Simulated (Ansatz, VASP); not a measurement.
**One calculation of Se, two programs**

```
CELL_PARAMETERS angstrom
0.00000 2.93877 2.93877
2.93877 0.00000 2.93877
2.93877 2.93877 0.00000
ATOMIC_POSITIONS crystal
Se 0.87500 0.87500 0.87500
Se 0.12500 0.12500 0.12500
```

Change from the starting cell: volume scaled by 0.8, PAW files.

Alike in both runs: task single point; functional PBE; k mesh 11 × 11 × 11; occupations fermi-dirac, width 0.1 eV; no spin polarisation.

|  | VASP | Ansatz |
| --- | --- | --- |
| version | VASP 6.6.1 | Ansatz 0.2.0 |
| potentials or method | VASP PAW PBE potentials, release 64 (Se) | PAW with Ansatz's default frozen-core files, scalar-relativistic |
| plane-wave cutoff (eV) | 520 | 420 |
| valence electrons in the cell | 12 | 32 |

```csv
,VASP,Ansatz,Ansatz less VASP
pressure (GPa),13.7,13.6,-0.10
```

VASP's potentials hold 12 valence electrons a cell and Ansatz's 32, so a difference there can come from the potentials and not from the codes.
